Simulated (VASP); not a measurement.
Input of a VASP 6.6.1 run:

Contents of INCAR:

```
  PREC = Accurate
  ENCUT = 520
  EDIFF = 1E-6
  ISMEAR = 0
  SIGMA = 0.1
  LREAL = F
  LASPH = T
  NELM = 100
  ALGO = Normal
  ISIF = 2
  LWAVE = F
  LCHARG = F
  GGA = PS
  NBANDS = 25
```

The input KPOINTS:

```
Automatic mesh
0
Gamma
  16 16 8
```

File POSCAR:

```
CuO
1.0
    2.0971405390     -2.1012573769      0.1638615823
    2.0971405390      2.1012573769      0.1638615823
   -0.3987438115      0.0000000000      5.0984951618
Cu O
2 2
Direct
    0.0000000000      0.5000000000      0.0000000000
    0.5000000000      0.0000000000      0.5000000000
    0.5000157787      0.4999842213      0.2500000000
    0.4999842213      0.5000157787      0.7500000000
```

Potentials or basis: VASP PAW PBE potentials, release 64 (Cu, O).

Launch:

```sh
$ cat potpaw_PBE.64/Cu/POTCAR potpaw_PBE.64/O/POTCAR > POTCAR
$ mpirun -np 1 vasp_std > vasp.out
```

(1) What does it give for the pressure?

(2) What does it give for the band gap on the k mesh?

Answers

(1) -7.4 GPa.

(2) zero (band 17 reaches 5.18 eV, above the bottom of band 18 at 3.95 eV).

Caveat: the PAW data sets were made with another functional, which shifts forces and pressure a little; semilocal functionals often make such compounds metallic where correlation or magnetic order opens a gap, which also shifts bond lengths.
